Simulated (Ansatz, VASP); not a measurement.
SiC in VASP and in Ansatz

```
CELL_PARAMETERS angstrom
3.05619 0.00000 0.00000
-1.52809 2.64674 0.00000
0.00000 0.00000 5.01617
ATOMIC_POSITIONS crystal
Si 0.33333 0.66667 0.00460
Si 0.66667 0.33333 0.50460
C 0.33333 0.66667 0.38040
C 0.66667 0.33333 0.88040
```

Alike in both runs: task relaxation of the atoms; functional LDA; k mesh 12 × 12 × 6; occupations gaussian, width 0.05 eV; no spin polarisation.

```csv
,VASP,Ansatz
version,VASP 6.6.1,Ansatz 0.2.0
potentials or method,"VASP PAW LDA potentials, release 64 (Si, C), cutoff 520 eV","scalar-relativistic, plane waves, PAW"
valence electrons in the cell,16,16
```

```csv
,VASP,Ansatz,Ansatz less VASP
"gap on the k mesh at the Fermi level, each at its own relaxed structure (eV)",2.12,2.13,+0.015
```

Ansatz warns that its potentials were made for another functional, while VASP's fit it. LDA's correlation is that of Perdew and Zunger in VASP and of Perdew and Wang (1992) in Ansatz. Ansatz's warnings: stress scf threshold loose.

Noted on VASP's run: the relaxation stopped at its first step, so nothing moved.
